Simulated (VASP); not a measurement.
**Cu: single point with r2SCAN**

Crystal: Cu.

```xyz
1
Lattice="0.0000 1.7817 1.7817 1.7817 0.0000 1.7817 1.7817 1.7817 0.0000" Properties=species:S:1:pos:R:3 pbc="T T T"
Cu    0.0000    0.0000    0.0000
```

```json
{"Program": "VASP 6.6.1", "Task": "single point", "Functional": "r2SCAN", "Potentials or basis": "VASP PAW PBE potentials, release 64 (Cu)", "Cutoff": "660 eV", "k mesh": "20 × 20 × 20", "Occupations": "gaussian, width 0.1 eV", "Spin": "no spin polarisation", "Dipole correction": "no", "Further INCAR settings": "ALGO = Normal; EDIFF = 1e-06; NBANDS = 12"}
```

```yaml
Pressure: 2.3 GPa
```

Levels at points of the mesh, in eV from the Fermi level:
```csv
k point,band 2,band 3,band 4,band 5,band 6,band 7,band 8,band 9,band 10,band 11
"(0.00, 0.00, 0.00)",-3.24,-3.24,-3.24,-2.37,-2.37,23.77,27.15,27.15,27.15,29.58
"(0.50, 0.00, 0.00)",-3.29,-3.29,-1.74,-1.74,-1.15,4.23,22.25,23.88,23.88,26.74
"(0.50, 0.50, 0.00)",-4.79,-1.78,-1.58,-1.58,1.59,7.77,14.15,14.15,18.61,21.93
```

It took 2.4 min on 1 thread of Intel Xeon 8259CL, with other jobs on the host, peak memory 0.18 GiB.

Caveat: the PAW data sets were made with another functional, which shifts forces and pressure a little.
